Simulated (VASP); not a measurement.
Crystal: BeTe.

```
Be Te
1.0
     0.00000    2.82862    2.82862
     2.82862    0.00000    2.82862
     2.82862    2.82862    0.00000
Be Te
1 1
Direct
  0.00000 0.00000 0.00000
  0.25000 0.25000 0.25000
```

Base run:

* Program: VASP 6.6.1
* Functional: r2SCAN
* Potentials or basis: VASP PAW PBE potentials, release 64 (Be, Te)
* Cutoff: 520 eV
* k mesh: 6 × 6 × 6
* Occupations: gaussian, width 0.01 eV
* Spin: no spin polarisation

Its results: band gap on the k mesh 2.37 eV, indirect (least direct gap 4.03 eV); pressure 0.2 GPa.

Problem. The run is repeated on the same cell with these changes: functional from r2SCAN to PBE; k mesh from 6 × 6 × 6 to 8 × 8 × 8. What comes out?

Solution. Band gap on the k mesh 2.01 eV, indirect (least direct gap 3.62 eV); pressure 0.3 GPa.

Several settings changed at once, so the effect can't be laid on one alone.

Caveats: spin-orbit coupling is left out, which moves the levels of the heavy elements; the PAW data sets were made with another functional, which shifts forces and pressure a little (some runs).

A k mesh can miss the band edges.
